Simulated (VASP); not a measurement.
Write the native input for VASP 6.6.1 that does the following.

- Task: single point
- Functional: PBE
- Potentials or basis: VASP PAW PBE potentials, release 64 (Nb_sv)
- Cutoff: 520 eV
- k mesh: 10 × 10 × 10
- Occupations: gaussian, width 0.1 eV
- Spin: no spin polarisation
- Hubbard terms: Nb d U = 0.75 eV
- Dipole correction: no
- Further INCAR settings: ALGO = Normal; EDIFF = 1e-07; NBANDS = 12

The structure of Nb lies in POSCAR:

```
Nb
1.0
   -1.6588161896      1.6588161896      1.6588161896
    1.6588161896     -1.6588161896      1.6588161896
    1.6588161896      1.6588161896     -1.6588161896
Nb
1
Direct
    0.0000000000      0.0000000000      0.0000000000
```

These files were run (other wordings do the same):

INCAR

```
ALGO = Normal ; EDIFF = 1E-7
ENCUT = 520 ; GGA = PE
ISIF = 2 ; ISMEAR = 0
LASPH = True ; LCHARG = False
LDAU = True ; LDAUJ = 0
LDAUL = 2 ; LDAUPRINT = 1
LDAUTYPE = 2 ; LDAUU = 0.75
LMAXMIX = 4 ; LREAL = False
LWAVE = False ; NBANDS = 12
NELM = 150 ; PREC = Accurate
SIGMA = 0.1
```

KPOINTS

```
k-points
0
Gamma
  10 10 10
```

Potentials or basis: VASP PAW PBE potentials, release 64 (Nb_sv).

The run is started by

```sh
$ cat potpaw_PBE.64/Nb_sv/POTCAR > POTCAR
$ mpirun -np 1 vasp_std > vasp.out
```

It gave:

The pressure is 1.0 GPa. The band gap on the k mesh is zero (an odd number of electrons rules out a gap without spin polarisation).

Caveat: U without spin polarisation on a metal has little footing; the U is typed as a test and isn't derived for this compound.

It took 16 s on 1 thread of AMD EPYC 7R13 (shared host), peak memory 0.11 GiB.
